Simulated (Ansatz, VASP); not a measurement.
## Two plane-wave programs on Si3Mo5

```
Si Mo
1.0
    -4.76430    4.76430    2.40696
     4.76430   -4.76430    2.40696
     4.76430    4.76430   -2.40696
Si Mo
6 10
Direct
  0.25000 0.25000 0.00000
  0.75000 0.75000 0.00000
  0.66734 0.16734 0.83467
  0.16734 0.33266 0.50000
  0.33266 0.83266 0.16533
  0.83266 0.66734 0.50000
  0.75000 0.25000 0.50000
  0.25000 0.75000 0.50000
  0.22393 0.07734 0.30127
  0.07734 0.77607 0.85341
  0.77607 0.92266 0.69873
  0.92266 0.22393 0.14659
  0.27607 0.57734 0.85341
  0.42266 0.27607 0.69873
  0.72393 0.42266 0.14659
  0.57734 0.72393 0.30127
```

Alike in both runs: functional PBEsol; dispersion D3(BJ); k mesh 4 × 4 × 4; occupations gaussian, width 0.1 eV; no spin polarisation.

Ansatz relaxed the structure, and its values are those at the end. VASP's run is a single point on that final structure, the one shown.

|  | VASP | Ansatz |
| --- | --- | --- |
| version | VASP 6.6.1 | Ansatz 0.2.0 |
| potentials or method | VASP PAW PBE potentials, release 64 (Si, Mo_sv), cutoff 500 eV | scalar-relativistic, plane waves, PAW |
| valence electrons in the cell | 164 | 164 |

|  | VASP | Ansatz | Ansatz less VASP |
| --- | --- | --- | --- |
| gap on the k mesh at the Fermi level (eV) | none | none | - |
| pressure (GPa) | 0.5 | 0.0 | -0.55 |

VASP's potentials were made for PBE, not for PBEsol. A gap of «none» marks a metal or a gap that the smearing closes.

The k mesh is coarse, so the values compare programs but aren't converged.
